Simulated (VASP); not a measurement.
**Au: single point with PBE**

Au:

```
Au
1.0
     0.00000    2.01452    2.01452
     2.01452    0.00000    2.01452
     2.01452    2.01452    0.00000
Au
1
Direct
  0.00000 0.00000 0.00000
```

This cell differs from its parent crystal: volume scaled by 0.91.

| Quantity | Value |
| --- | --- |
| Program | VASP 6.6.1 |
| Task | single point |
| Functional | PBE |
| Potentials or basis | VASP PAW PBE potentials, release 64 (Au) |
| Cutoff | 500 eV |
| k mesh | 18 × 18 × 18 |
| Occupations | methfessel-paxton, width 0.2 eV |
| Spin | no spin polarisation |
| Dipole correction | no |
| Further INCAR settings | ALGO = Normal; EDIFF = 1e-06; NBANDS = 12 |

The pressure is 17.2 GPa.

Levels at points of the mesh, in eV from the Fermi level:
| k point | band 4 | band 5 | band 6 | band 7 | band 8 | band 9 |
| --- | --- | --- | --- | --- | --- | --- |
| (0.00, 0.00, 0.00) | -4.92 | -3.29 | -3.29 | 14.46 | 18.70 | 18.70 |
| (0.50, 0.00, 0.00) | -2.00 | -2.00 | -1.15 | 3.30 | 13.92 | 17.44 |
| (0.50, 0.50, 0.00) | -1.65 | -1.65 | 0.90 | 6.12 | 10.13 | 10.13 |

Wall time 18 s on 1 thread of AMD EPYC 9R45 96-Core Processor (Zen 5) (shared host), peak memory 0.14 GiB.

Caveat: spin-orbit coupling is left out, which moves the levels of the heavy elements.
